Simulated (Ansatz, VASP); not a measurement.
Two plane-wave programs on Sn3O

```
Sn O
1.0
    -3.44899    3.44899    3.44899
     3.44899   -3.44899    3.44899
     3.44899    3.44899   -3.44899
Sn O
3 1
Direct
  0.00000 0.50000 0.50000
  0.50000 0.00000 0.50000
  0.50000 0.50000 0.00000
  0.00000 0.00000 0.00000
```

Alike in both runs: task single point; functional PBE; k mesh 4 × 4 × 4; occupations gaussian, width 0.1 eV; no spin polarisation.

|  | VASP | Ansatz |
| --- | --- | --- |
| version | VASP 6.6.1 | Ansatz 0.2.0 |
| potentials or method | VASP PAW PBE potentials, release 64 (Sn_d, O), cutoff 520 eV | scalar-relativistic, plane waves, PAW |
| valence electrons in the cell | 48 | 48 |

```csv
,VASP,Ansatz,Ansatz less VASP
gap on the k mesh at the Fermi level (eV),none,none,-
pressure (GPa),-8.3,-8.3,+0.06
```

A gap of «none» marks a metal or a gap that the smearing closes.
